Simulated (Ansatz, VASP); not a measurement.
Two plane-wave programs on TiC

The input INCAR:

```
PREC = Accurate
ENCUT = 520
EDIFF = 1E-6
ISMEAR = 0
SIGMA = 0.025
LREAL = False
LASPH = True
NELM = 60
ALGO = Normal
ISIF = 2
LWAVE = False
LCHARG = False
GGA = PE
NBANDS = 15
```

KPOINTS

```
Automatic mesh
0
Gamma
  11 11 11
```

File POSCAR:

```
TiC
1.0
    0.0000000000      2.1657188437      2.1657188437
    2.1657188437      0.0000000000      2.1657188437
    2.1657188437      2.1657188437      0.0000000000
Ti C
1 1
Direct
    0.0000000000      0.0000000000      0.0000000000
    0.5000000000      0.5000000000      0.5000000000
```

The input input.yaml:

```yaml
crystal:
  lattice:
    - [0.0, 2.1657188437, 2.1657188437]
    - [2.1657188437, 0.0, 2.1657188437]
    - [2.1657188437, 2.1657188437, 0.0]
  atoms:
    - { symbol: Ti, position: [0.0, 0.0, 0.0] }
    - { symbol: C, position: [0.5, 0.5, 0.5] }
hamiltonian:
  xc: pbe
  pseudopotentials: { kind: paw }
kpoints:
  mp_grid: { grid: [11, 11, 11] }
scf:
  occupations: { method: gaussian, width: 0.025 }
output:
  forces: true
  stress: true
  eigenvalues: true
```

Alike in both runs: task single point; functional PBE; k mesh 11 × 11 × 11; occupations gaussian, width 0.025 eV; no spin polarisation.

```csv
,VASP,Ansatz
version,VASP 6.6.1,Ansatz 0.2.0
potentials or method,"VASP PAW PBE potentials, release 64 (Ti_sv, C)",Ansatz PAW
plane-wave cutoff (eV),520,420
valence electrons in the cell,16,16
```

|  | VASP | Ansatz | Ansatz less VASP |
| --- | --- | --- | --- |
| gap on the k mesh at the Fermi level (eV) | none | none | - |
| pressure (GPa) | 0.5 | 0.3 | -0.22 |

A gap of «none» marks a metal or a gap that the smearing closes. With one functional, cell and mesh, what is left measures potentials, basis and numerics.
